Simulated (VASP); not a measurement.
# Na4Au in VASP: single point with PBEsol

Aim: the single point of Na4Au with PBEsol.

Everything below comes from runs of VASP 6.6.1. Logs are shortened: lines on timing, memory, paths and dates and some standing lists are left out, and cuts for length are marked.

## 1. The cell of the first run

The cell holds a slab with vacuum, 5 atoms: a = 4.167 Å, b = 4.167 Å, c = 25.251 Å, α = 90.00°, β = 90.00°, γ = 90.00°.

## 2. Single point, PBEsol

The input, INCAR:

```
SYSTEM = Na4Au
ALGO = Fast ; DIPOL = 0.5 0.5 0.507
EDIFF = 1E-6 ; ENCUT = 520
GGA = PS ; IDIPOL = 3
ISIF = 2 ; ISMEAR = 0
LASPH = .TRUE. ; LCHARG = .TRUE.
LDIPOL = .TRUE. ; LELF = .TRUE.
LREAL = .FALSE. ; LVACPOTAV = .TRUE.
LVHAR = .TRUE. ; LWAVE = .FALSE.
NBANDS = 28 ; NELM = 100
PREC = Accurate ; SIGMA = 0.1
```

The input, KPOINTS:

```
k-points
0
G
  7 7 1
  0 0 0
```

The input, POSCAR:

```
Na4Au
1.0
    4.1673657450      0.0000000000      0.0000000000
    0.0000000000      4.1673657450      0.0000000000
    0.0000000000      0.0000000000     25.2510486175
Na Au
4 1
Direct
    0.5000000000      0.5000000000      0.3366196838
    0.0000000000      0.0000000000      0.4191383508
    0.5000000000      0.5000000000      0.4968534027
    0.0000000000      0.0000000000      0.5883860650
    0.0000000000      0.0000000000      0.6922502749
```

Potentials or basis: VASP PAW PBE potentials, release 64 (Na_pv, Au).

Command:

```console
$ cat potpaw_PBE.64/Na_pv/POTCAR potpaw_PBE.64/Au/POTCAR > POTCAR
$ mpirun -np 1 vasp_std > vasp.out
```

OUTCAR:

```text
SYSTEM = Na4Au
   EDIFF = 1E-6
   ENCUT = 520
   GGA = PS
   ISIF = 2
   ISMEAR = 0
   LASPH = .TRUE.
   LREAL = .FALSE.
   NELM = 100
   PREC = Accurate

 ion  position               nearest neighbor table
   1  0.500  0.500  0.337-
   2  0.000  0.000  0.419-
   3  0.500  0.500  0.497-
   4  0.000  0.000  0.588-   5 2.62
   5  0.000  0.000  0.692-   4 2.62

  LATTYP: Found a simple tetragonal cell.
 ALAT       =     4.1673657450
 C/A-ratio  =     6.0592350570

  Lattice vectors:

 A1 = (   4.1673657450,   0.0000000000,   0.0000000000)
 A2 = (   0.0000000000,   4.1673657450,   0.0000000000)
 A3 = (   0.0000000000,   0.0000000000,  25.2510486175)

Analysis of symmetry for initial positions (statically):
=====================================================================
 Subroutine PRICEL returns:
 Original cell was already a primitive cell.

 Routine SETGRP: Setting up the symmetry group for a
 simple tetragonal supercell.

 Subroutine GETGRP returns: Found  8 space group operations
 (whereof  8 operations were pure point group operations)
 out of a pool of 16 trial point group operations.

The static configuration has the point symmetry C_4v.

Analysis of symmetry for dynamics (positions and initial velocities):
=====================================================================
 Subroutine PRICEL returns:
 Original cell was already a primitive cell.

 Routine SETGRP: Setting up the symmetry group for a
 simple tetragonal supercell.

 Subroutine GETGRP returns: Found  8 space group operations
 (whereof  8 operations were pure point group operations)
 out of a pool of 16 trial point group operations.

The dynamic configuration has the point symmetry C_4v.

 Subroutine INISYM returns: Found  8 space group operations
 (whereof  8 operations are pure point group operations),
 and found     1 'primitive' translations

----------------------------------------------------------------------------------------

                                     Primitive cell

  volume of cell :     438.5334

  direct lattice vectors                    reciprocal lattice vectors
     4.167365745  0.000000000  0.000000000     0.239959740  0.000000000  0.000000000
     0.000000000  4.167365745  0.000000000     0.000000000  0.239959740  0.000000000
     0.000000000  0.000000000 25.251048618     0.000000000  0.000000000  0.039602316

  length of vectors
     4.167365745  4.167365745 25.251048618     0.239959740  0.239959740  0.039602316

  position of ions in fractional coordinates (direct lattice)
     0.500000000  0.500000000  0.336619684
     0.000000000  0.000000000  0.419138351
     0.500000000  0.500000000  0.496853403
     0.000000000  0.000000000  0.588386065
     0.000000000  0.000000000  0.692250275

  ion indices of the primitive-cell ions
   primitive index   ion index
                 1           1
                 2           2
                 3           3
                 4           4
                 5           5

----------------------------------------------------------------------------------------

 KPOINTS: k-points

Automatic generation of k-mesh.
 Grid dimensions read from file:
 generate k-points for:    7    7    1

 Generating k-lattice:

  Cartesian coordinates                     Fractional coordinates (reciprocal lattice)
     0.034279963  0.000000000  0.000000000     0.142857143  0.000000000  0.000000000
     0.000000000  0.034279963  0.000000000     0.000000000  0.142857143  0.000000000
     0.000000000  0.000000000  0.039602316     0.000000000  0.000000000  1.000000000

  Length of vectors
     0.034279963  0.034279963  0.039602316

  Shift w.r.t. Gamma in fractional coordinates (k-lattice)
     0.000000000  0.000000000  0.000000000

 Subroutine IBZKPT returns following result:
 ===========================================

 Found     10 irreducible k-points:

 Following reciprocal coordinates:
            Coordinates               Weight
  0.000000  0.000000  0.000000      1.000000
  0.142857  0.000000  0.000000      4.000000
  0.285714  0.000000  0.000000      4.000000
  0.428571  0.000000  0.000000      4.000000
  0.142857  0.142857  0.000000      4.000000
  0.285714  0.142857  0.000000      8.000000
  0.428571  0.142857  0.000000      8.000000
  0.285714  0.285714  0.000000      4.000000
  0.428571  0.285714  0.000000      8.000000
  0.428571  0.428571  0.000000      4.000000
   k-points           NKPTS =     10   k-points in BZ     NKDIM =     10   number of bands    NBANDS=     28
   number of dos      NEDOS =    301   number of ions     NIONS =      5
   total plane-waves  NPLWV = 196608
   dimension x,y,z NGX =    32 NGY =   32 NGZ =  192
   dimension x,y,z NGXF=    64 NGYF=   64 NGZF=  384
   ions per type =               4   1
   NGX,Y,Z   is equivalent  to a cutoff of  12.77, 12.77, 12.64 a.u.
   NGXF,Y,Z  is equivalent  to a cutoff of  25.53, 25.53, 25.28 a.u.
 SYSTEM =  Na4Au
   PREC   = accura    normal or accurate (medium, high low for compatibility)
   ISTART =      0    job   : 0-new  1-cont  2-samecut
   ICHARG =      2    charge: 1-file 2-atom 10-const
   ISPIN  =      1    spin polarized calculation?
   LNONCOLLINEAR =      F non collinear calculations
   LSORBIT =      F    spin-orbit coupling
   LASPH  =      T    aspherical Exc in radial PAW
   ENCUT  =  520.0 eV  38.22 Ry    6.18 a.u.   7.75  7.75 46.95*2*pi/ulx,y,z
   NELM   =    100;   NELMIN=  2; NELMDL= -5     # of ELM steps
   EDIFF  = 0.1E-05   stopping-criterion for ELM
   LREAL  =      F    real-space projection
   EDIFFG = 0.1E-04   stopping-criterion for IOM
   NSW    =      0    number of steps for IOM
   IBRION =     -1    ionic relax: 0-MD 1-quasi-New 2-CG
   NFREE  =      0    steps in history (QN), initial steepest desc. (CG)
   ISIF   =      2    stress and relaxation
   ISYM   =      2    0-nonsym 1-usesym 2-fastsym
   POTIM  = 0.5000    time-step for ionic-motion
   TEBEG  =    0.0;   TEEND  =   0.0 temperature during run
   PSTRESS=    0.0 pullay stress
   NELECT =      39.0000    total number of electrons
   NUPDOWN=      -1.0000    fix difference up-down
   EMIN   =  10.00;   EMAX   =-10.00  energy-range for DOS
   EFERMI =   0.00;   METHOD = LEGACY
   ISMEAR =     0;   SIGMA  =   0.10  broadening in eV -4-tet -1-fermi 0-gaus
   EFERMI_NEDOS =   21; number of points for ismear=-14 and -15
   IALGO  =     68    algorithm
   IMIX   =      4    mixing-type and parameters
     AMIX     =   0.40;   BMIX     =  1.00
     AMIX_MAG =   1.60;   BMIX_MAG =  1.00
  volume/ion in A,a.u.               =      87.71       591.87
  Fermi-wavevector in a.u.,A,eV,Ry     =   0.730739  1.380896  7.265227  0.533979
  Thomas-Fermi vector in A             =   1.822783
   LORBIT       =      0    0 simple, 1 ext, 2 COOP (PROOUT), +10 PAW based schemes
   GGA     = PS    functional components
   LHFCALC =     F    Hartree Fock is set to
   AEXX    =    0.0000 exact exchange contribution
   IVDW    =     0    specifies the selected vdW correction
   LEPSILON=     F    determine dielectric tensor
   LRPA    =     F    only Hartree local field effects (RPA)
 non-spin polarized calculation
 RMM-DIIS sequential band-by-band and
 Gauss-broadening in eV      SIGMA  =   0.10
  energy-cutoff  :      520.00
  volume of cell :      438.53
 maximum number of plane-waves:     11834
 NGX is ok and might be reduce to    32
   NGX = 15   NGY = 15   NGZ = 93

 number of electron      39.0000056 magnetization

 dipolmoment           0.000000      0.000000      0.308777 electrons x Angstroem

 Free energy of the ion-electron system (eV)
  ---------------------------------------------------
  ext. energy  EPLUGINS =         0.00000000
  ---------------------------------------------------
  free energy    TOTEN  =        -6.93284989 eV

  energy without entropy =       -6.90706370  energy(sigma->0) =       -6.91995680

 E-fermi :  -2.1907     XC(G=0):  -3.4806

 val. band max:       -2.2007831720   @ k =   0.4286   0.0000   0.0000
 cond. band min:      -2.1790745326   @ k =   0.0000   0.0000   0.0000
 fundamental gap:      0.0217086393
 Fermi energy:        -2.1907311613

 k-point     1 :       0.0000    0.0000    0.0000
  band No.  band energies     occupation
      1     -27.4479      2.00000
      2     -27.4256      2.00000
      3     -27.4256      2.00000
      4     -27.1713      2.00000
      5     -27.1466      2.00000
      6     -27.1466      2.00000
[... 20 lines left out ...]
     27       3.0280      0.00000
     28       3.0540      0.00000

 k-point     2 :       0.1429    0.0000    0.0000
  band No.  band energies     occupation
      1     -27.4478      2.00000
      2     -27.4267      2.00000
      3     -27.4255      2.00000
      4     -27.1713      2.00000
      5     -27.1478      2.00000
      6     -27.1463      2.00000
[... 20 lines left out ...]
     27       2.4684      0.00000
     28       3.1116      0.00000

 k-point     3 :       0.2857    0.0000    0.0000
  band No.  band energies     occupation
      1     -27.4476      2.00000
      2     -27.4291      2.00000
      3     -27.4253      2.00000
      4     -27.1714      2.00000
      5     -27.1505      2.00000
      6     -27.1458      2.00000
[... 20 lines left out ...]
     27       1.9605      0.00000
     28       2.5407      0.00000

 k-point     4 :       0.4286    0.0000    0.0000
  band No.  band energies     occupation
      1     -27.4475      2.00000
      2     -27.4311      2.00000
      3     -27.4251      2.00000
      4     -27.1714      2.00000
      5     -27.1526      2.00000
      6     -27.1454      2.00000
[... 20 lines left out ...]
     27       1.9621      0.00000
     28       2.2998      0.00000

 k-point     5 :       0.1429    0.1429    0.0000
  band No.  band energies     occupation
      1     -27.4477      2.00000
      2     -27.4266      2.00000
      3     -27.4266      2.00000
      4     -27.1713      2.00000
      5     -27.1477      2.00000
      6     -27.1475      2.00000
[... 20 lines left out ...]
     27       2.0471      0.00000
     28       2.6085      0.00000

 k-point     6 :       0.2857    0.1429    0.0000
  band No.  band energies     occupation
      1     -27.4475      2.00000
      2     -27.4290      2.00000
      3     -27.4264      2.00000
      4     -27.1712      2.00000
      5     -27.1504      2.00000
      6     -27.1471      2.00000
[... 20 lines left out ...]
     27       1.8829      0.00000
     28       2.5725      0.00000

 k-point     7 :       0.4286    0.1429    0.0000
  band No.  band energies     occupation
      1     -27.4474      2.00000
      2     -27.4310      2.00000
      3     -27.4262      2.00000
      4     -27.1711      2.00000
      5     -27.1526      2.00000
      6     -27.1468      2.00000
[... 20 lines left out ...]
     27       2.0894      0.00000
     28       2.4529      0.00000

 k-point     8 :       0.2857    0.2857    0.0000
  band No.  band energies     occupation
      1     -27.4473      2.00000
      2     -27.4288      2.00000
      3     -27.4288      2.00000
      4     -27.1708      2.00000
      5     -27.1502      2.00000
      6     -27.1499      2.00000
[... 20 lines left out ...]
     27       2.1434      0.00000
     28       2.5896      0.00000

 k-point     9 :       0.4286    0.2857    0.0000
  band No.  band energies     occupation
      1     -27.4471      2.00000
      2     -27.4307      2.00000
      3     -27.4286      2.00000
      4     -27.1705      2.00000
      5     -27.1524      2.00000
      6     -27.1498      2.00000
[... 20 lines left out ...]
     27       1.7245      0.00000
     28       3.2171      0.00000

 k-point    10 :       0.4286    0.4286    0.0000
  band No.  band energies     occupation
      1     -27.4468      2.00000
      2     -27.4306      2.00000
      3     -27.4306      2.00000
      4     -27.1699      2.00000
      5     -27.1523      2.00000
      6     -27.1522      2.00000
[... 20 lines left out ...]
     27       1.4230      0.00000
     28       1.8742      0.00000

------------------------ aborting loop because EDIFF is reached ----------------------------------------

  FORCE on cell =-STRESS in cart. coord.  units (eV):
  Direction    XX          YY          ZZ          XY          YZ          ZX
  --------------------------------------------------------------------------------------
  -------------------------------------------------------------------------------------
  Total       -1.1344984     -1.1344984      0.0079088      0.0000000      0.0000000      0.0000000
  in kB       -4.1448788     -4.1448788      0.0288946      0.0000000      0.0000000      0.0000000
  external PRESSURE =      -2.7536210 kB  Pullay stress =       0.0000000 kB

 VOLUME and BASIS-vectors are now :
 -----------------------------------------------------------------------------
  energy-cutoff  :      520.00
  volume of cell :      438.53
      direct lattice vectors                 reciprocal lattice vectors
     4.167365745  0.000000000  0.000000000     0.239959740  0.000000000  0.000000000
     0.000000000  4.167365745  0.000000000     0.000000000  0.239959740  0.000000000
     0.000000000  0.000000000 25.251048618     0.000000000  0.000000000  0.039602316

 POSITION                                       TOTAL-FORCE (eV/Angst)
 -----------------------------------------------------------------------------------
      2.08368      2.08368      8.50000         0.000000     -0.000000      0.002436
      0.00000      0.00000     10.58368         0.000000      0.000000     -0.005273
      2.08368      2.08368     12.54607         0.000000     -0.000000      0.000255
      0.00000      0.00000     14.85737        -0.000000      0.000000     -0.002580
      0.00000      0.00000     17.48005         0.000000      0.000000      0.005162
 -----------------------------------------------------------------------------------
    total drift:                                0.000000      0.000000     -0.000619

  FREE ENERGIE OF THE ION-ELECTRON SYSTEM (eV)
  ---------------------------------------------------
  free  energy   TOTEN  =        -6.9328498946 eV

  energy  without entropy=       -6.9070637012  energy(sigma->0) =       -6.91995680

 vacuum level on the upper side and lower side of the slab         3.502         0.285
```

Run time: 1.7 min. Hardware: 1 thread of Intel Xeon 6975P-C (Granite Rapids), shared host; peak memory 0.51 GiB.

What came out:

* Free energy: -6.9328 eV
* Largest force: 0.005 eV/Å
* Band gap on the k mesh: zero (an odd number of electrons rules out a gap without spin polarisation)

Forces on the atoms (eV/Å):
```
Na   0.000  0.000  0.002
Na   0.000  0.000 -0.005
Na   0.000  0.000  0.000
Na   0.000  0.000 -0.003
Au   0.000  0.000  0.005
```

Caveat: the PAW data sets were made with another functional, which shifts forces and pressure a little; spin-orbit coupling is left out, which moves the levels of the heavy elements.
